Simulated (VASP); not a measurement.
Write the native input for VASP 6.6.1 that does the following.

```yaml
Task: single point
Functional: PBE
Potentials_or_basis: VASP PAW PBE potentials, release 64 (P, Ru_pv)
Cutoff: 520 eV
k_mesh: 6 × 6 × 4
Occupations: gaussian, width 0.1 eV
Spin: no spin polarisation
Dipole_correction: no
Further_INCAR_settings: ALGO = Normal; EDIFF = 1e-06; NBANDS = 57
```

The structure of PRu3 lies in POSCAR:

```
PRu3
1.0
    5.5065949185      0.0000000000      0.0000000000
   -2.7532974593      4.7688510877      0.0000000000
    0.0000000000      0.0000000000      4.0811622304
P Ru
2 6
Direct
    0.3333333333      0.6666666667      0.2500000000
    0.6666666667      0.3333333333      0.7500000000
    0.8280001040      0.6560002079      0.2500000000
    0.1719998960      0.8280001040      0.7500000000
    0.3439997921      0.1719998960      0.2500000000
    0.1719998960      0.3439997921      0.7500000000
    0.8280001040      0.1719998960      0.2500000000
    0.6560002079      0.8280001040      0.7500000000
```

One way to write it, as run:

INCAR

```
ALGO     = Normal         # electronic algorithm
EDIFF    = 1E-6           # SCF threshold, eV
ENCUT    = 520            # plane-wave cutoff, eV
GGA      = PE             # functional
ISIF     = 2              # what is computed and relaxed
ISMEAR   = 0              # smearing method
LASPH    = T              # aspherical terms in the spheres
LCHARG   = T              # write CHGCAR
LELF     = T              # ELF
LREAL    = F              # projectors in reciprocal space
LVHAR    = T            
LWAVE    = F              # write WAVECAR
NBANDS   = 57             # bands
NELM     = 100            # most SCF steps
PREC     = Accurate       # precision mode
SIGMA    = 0.1            # smearing width, eV
```

KPOINTS

```
k-points
0
Gamma
  6 6 4
```

Potentials or basis: VASP PAW PBE potentials, release 64 (P, Ru_pv).

Command:

```bash
$ cat potpaw_PBE.64/P/POTCAR potpaw_PBE.64/Ru_pv/POTCAR > POTCAR
$ mpirun -np 1 vasp_std > vasp.out
```

Results of the run:

```yaml
Pressure: 0.0 GPa
Band_gap_on_the_k_mesh: zero (bands 47 and 48 overlap by 0.44 eV)
```

Caveat: the k points lie up to 0.38 Å⁻¹ apart.

It took 65 s on 1 thread of Intel(R) Xeon(R) 6975P-C (Granite Rapids), on a shared host, peak memory 0.26 GiB.
